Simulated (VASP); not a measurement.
Crystal: InAs.

```
CELL_PARAMETERS angstrom
0.00000 3.01800 3.01800
3.01800 0.00000 3.01800
3.01800 3.01800 0.00000
ATOMIC_POSITIONS crystal
In 0.00000 0.00000 0.00000
As 0.75000 0.75000 0.75000
```

* Program: VASP 6.6.1
* Task: relaxation of cell and atoms
* Functional: PBEsol
* Potentials or basis: VASP PAW PBE potentials, release 64 (In_d, As)
* Cutoff: 600 eV
* k mesh: 14 × 14 × 14
* Occupations: fermi-dirac, width 0.08 eV
* Spin: no spin polarisation

At the start: pressure 1.6 GPa; volume 27.49 Å³/atom.

Where does the relaxation end?

Over 3 steps the energy falls by 3.7 meV/atom and the volume is 28.24 Å³/atom (+2.7 %); space group F-43m (No. 216, to 0.1 Å) before and after.

Step by step:
```tsv
step	energy change (eV)	largest force (eV/Å)	pressure (GPa)	volume (Å³)
1	0.0000	0.0000	1.62	54.98
2	-0.0058	0.0000	-0.69	57.21
3	-0.0074	0.0000	0.01	56.49
```

Final structure:
```yaml
crystal:
  lattice:
    - [0.00000, 3.04535, 3.04535]
    - [3.04535, 0.00000, 3.04535]
    - [3.04535, 3.04535, 0.00000]
  atoms:
    - { symbol: In, position: [0.00000, 0.00000, 0.00000] }
    - { symbol: As, position: [0.75000, 0.75000, 0.75000] }
```

Caveat: the PAW data sets were made with another functional, which shifts forces and pressure a little.
